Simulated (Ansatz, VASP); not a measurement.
## One calculation of SiC, two programs

```xyz
2
Lattice="0.0000 1.8512 1.8512 1.8512 0.0000 1.8512 1.8512 1.8512 0.0000" Properties=species:S:1:pos:R:3 pbc="T T T"
C     0.0000    0.0000    0.0000
Si    1.8512    1.8512    1.8512
```

Alike in both runs: task single point; functional PBE; k mesh 20 × 20 × 20; occupations gaussian, width 0.05 eV; no spin polarisation.

|  | VASP | Ansatz |
| --- | --- | --- |
| version | VASP 6.6.1 | Ansatz 0.2.0 |
| potentials or method | VASP PAW PBE potentials, release 64 (C, Si), cutoff 520 eV | scalar-relativistic, plane waves, PAW |
| valence electrons in the cell | 8 | 8 |

Ansatz gave:

| Item | Value |
| --- | --- |
| gap on the k mesh at the Fermi level (eV) | 1.13 |
| least direct gap on the mesh (eV) | 6.58 |

Estimate VASP's values.

gap on the k mesh at the Fermi level (eV): 1.10; least direct gap on the mesh (eV): 6.57.
